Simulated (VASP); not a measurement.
Here is a VASP 6.6.1 calculation.

File POSCAR:

```
ZnO
1.0
    3.2026584162      0.0000000000      0.0000000000
   -1.6013292081      2.7735835480      0.0000000000
    0.0000000000      0.0000000000      5.1583123468
Zn O
2 2
Direct
    0.3333333333      0.6666666667     -0.0023477534
    0.6666666667      0.3333333333      0.4976522466
    0.3333333333      0.6666666667      0.3773477534
    0.6666666667      0.3333333333      0.8773477534
```

INCAR.step1

```
PREC     = Accurate       # precision mode
ENCUT    = 520            # plane-wave cutoff, eV
ISMEAR   = 0              # smearing method
SIGMA    = 0.01           # smearing width, eV
LREAL    = False          # projectors in reciprocal space
LASPH    = True           # aspherical terms in the spheres
NELM     = 60             # most SCF steps
NBANDS   = 26             # bands
GGA      = PE             # functional
ALGO     = Normal         # electronic algorithm
EDIFF    = 1E-4           # SCF threshold, eV
LWAVE    = True           # write WAVECAR
LCHARG   = False          # write CHGCAR
```

The input INCAR.step2:

```
PREC     = Accurate       # precision mode
ENCUT    = 520            # plane-wave cutoff, eV
EDIFF    = 1E-6           # SCF threshold, eV
ISMEAR   = 0              # smearing method
SIGMA    = 0.01           # smearing width, eV
LREAL    = False          # projectors in reciprocal space
LASPH    = True           # aspherical terms in the spheres
NELM     = 60             # most SCF steps
ALGO     = Normal         # electronic algorithm
ISIF     = 2              # what is computed and relaxed
LWAVE    = False          # write WAVECAR
LCHARG   = False          # write CHGCAR
METAGGA  = R2SCAN         # meta-GGA
LMIXTAU  = True         
NBANDS   = 26             # bands
ISTART   = 1
```

The input KPOINTS:

```
regular mesh
0
Gamma
  9 9 4
```

Potentials or basis: VASP PAW PBE potentials, release 64 (Zn, O).

The run is started by

```console
$ cat potpaw_PBE.64/Zn/POTCAR potpaw_PBE.64/O/POTCAR > POTCAR
$ cp INCAR.step1 INCAR
$ mpirun -np 1 vasp_std > vasp.out
$ cp INCAR.step2 INCAR
$ mpirun -np 1 vasp_std > vasp.out
```

Problem. Estimate the pressure.

Solution. 6.1 GPa.

Problem. Estimate the band gap on the k mesh.

Solution. 1.28 eV, direct.

Problem. What does it give for the largest force?

Solution. 0.006 eV/Å.

Forces in eV/Å, atoms in the order of the input:
```
Zn   0.000  0.000  0.006
Zn   0.000  0.000  0.006
O    0.000  0.000 -0.006
O    0.000  0.000 -0.006
```

Caveat: the PAW data sets were made with another functional, which shifts forces and pressure a little.
